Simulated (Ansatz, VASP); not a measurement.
## NiO: VASP beside Ansatz

File INCAR:

```
SYSTEM = NiO
PREC = Accurate
ENCUT = 520
EDIFF = 1E-6
ISMEAR = -1
SIGMA = 0.05
LREAL = .FALSE.
LASPH = .TRUE.
NELM = 150
ALGO = Normal
ISIF = 2
LWAVE = .FALSE.
LCHARG = .FALSE.
ISPIN = 2
MAGMOM = 1 0
LORBIT = 11
LMAXMIX = 4
GGA = B5
ALDAX = 1.0
AGGAX = 1.0
AGGAC = 1.0
ALDAC = 0.0
IVDW = 12
VDW_S6 = 1.0
VDW_S8 = 2.6996
VDW_A1 = 0.4298
VDW_A2 = 4.2359
NBANDS = 19
```

Contents of KPOINTS:

```
regular mesh
0
G
  11 11 11
  0 0 0
```

POSCAR

```
NiO
1.0
    0.0000000000      2.0859016414      2.0859016414
    2.0859016414      0.0000000000      2.0859016414
    2.0859016414      2.0859016414      0.0000000000
Ni O
1 1
Direct
    0.0000000000      0.0000000000      0.0000000000
    0.5000000000      0.5000000000      0.5000000000
```

input.yaml

```yaml
crystal:
  lattice:
    - [0.0, 2.0859016414, 2.0859016414]
    - [2.0859016414, 0.0, 2.0859016414]
    - [2.0859016414, 2.0859016414, 0.0]
  atoms:
    - { symbol: Ni, position: [0.0, 0.0, 0.0], spin: 1.0 }
    - { symbol: O, position: [0.5, 0.5, 0.5] }
hamiltonian:
  xc: blyp
  pseudopotentials: { kind: paw }
  dispersion: d3bj
magnetization:
  spin_polarized: true
kpoints:
  mp_grid: { grid: [11, 11, 11] }
scf:
  occupations: { method: fermi_dirac, width: 0.05 }
output:
  forces: true
  stress: true
  eigenvalues: true
```

Alike in both runs: task single point; functional BLYP; dispersion D3(BJ); k mesh 11 × 11 × 11; occupations fermi-dirac, width 0.05 eV; collinear spin.

|  | VASP | Ansatz |
| --- | --- | --- |
| version | VASP 6.6.1 | Ansatz 0.2.0 |
| potentials or method | VASP PAW PBE potentials, release 64 (Ni, O) | Ansatz PAW |
| plane-wave cutoff (eV) | 520 | 420 |
| valence electrons in the cell | 16 | 24 |

|  | VASP | Ansatz | Ansatz less VASP |
| --- | --- | --- | --- |
| gap on the k mesh at the Fermi level (eV) | none | none | - |
| pressure (GPa) | 6.1 | 6.8 | +0.70 |
| net moment per atom (μB) | 0.80 | 0.83 | +0.034 |
| size of the moment on the site where the two differ most (μB) | 1.32 | 1.35 | +0.028 |

VASP's potentials were made for PBE, not for BLYP. Site moments also hang on the region over which each program counts them. A gap of «none» marks a metal or a gap that the smearing closes. VASP's potentials hold 16 valence electrons a cell and Ansatz's 24, so a difference there can come from the potentials and not from the codes.
